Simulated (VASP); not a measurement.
The system is CO2.

```
C O
1.0
     2.86000    0.00000    0.00000
    -1.43000    2.47683    0.00000
     0.00000    0.00000    3.14600
C O
1 2
Direct
  0.00000 0.00000 0.00000
  0.33333 0.66667 0.50000
  0.66667 0.33333 0.50000
```

* Program: VASP 6.6.1
* Task: relaxation of cell and atoms
* Functional: PBE
* Potentials or basis: VASP PAW PBE potentials, release 64 (C, O)
* Cutoff: 600 eV
* k mesh: 9 × 9 × 7
* Occupations: methfessel-paxton, width 0.01 eV
* Spin: no spin polarisation

At the start: pressure 62.2 GPa; volume 7.43 Å³/atom.

**Question.** Where does the relaxation end?

**Answer.** Over 14 steps the energy falls by 671.7 meV/atom and the volume is 8.56 Å³/atom (+15.2 %); space group P6/mmm (No. 191, to 0.1 Å) before and after.

Step by step:
```csv
step,energy change (eV),largest force (eV/Å),pressure (GPa),volume (Å³)
1,0.0000,0.0000,62.23,22.29
2,-1.4129,0.0000,-15.72,32.72
3,-1.5296,0.0000,-4.82,29.72
4,-1.5308,0.0000,-6.10,30.03
5,-1.7675,0.0000,-7.74,29.11
6,-1.9654,0.0000,-8.52,27.59
7,-1.9717,0.0000,-8.18,27.34
8,-2.0025,0.0000,5.02,24.87
9,-2.0145,0.0000,-0.24,25.69
10,-2.0145,0.0000,-0.06,25.66
11,-2.0145,0.0000,0.11,25.63
12,-2.0148,0.0000,0.10,25.65
13,-2.0152,0.0000,0.39,25.70
14,-2.0152,0.0000,0.29,25.68
```

Final structure:
```cif
data_structure
_symmetry_space_group_name_H-M 'P 1'
_symmetry_Int_Tables_number 1
_cell_length_a 3.3461
_cell_length_b 3.3461
_cell_length_c 2.6484
_cell_angle_alpha 90.000
_cell_angle_beta 90.000
_cell_angle_gamma 120.000
_cell_volume 25.68
loop_
_atom_site_label
_atom_site_type_symbol
_atom_site_fract_x
_atom_site_fract_y
_atom_site_fract_z
_atom_site_occupancy
C1 C 0.00000 0.00000 0.00000 1
O1 O 0.33333 0.66667 0.50000 1
O2 O 0.66667 0.33333 0.50000 1
```

Caveat: the volume moved by over 15 % at a fixed basis, so the end points are rough.
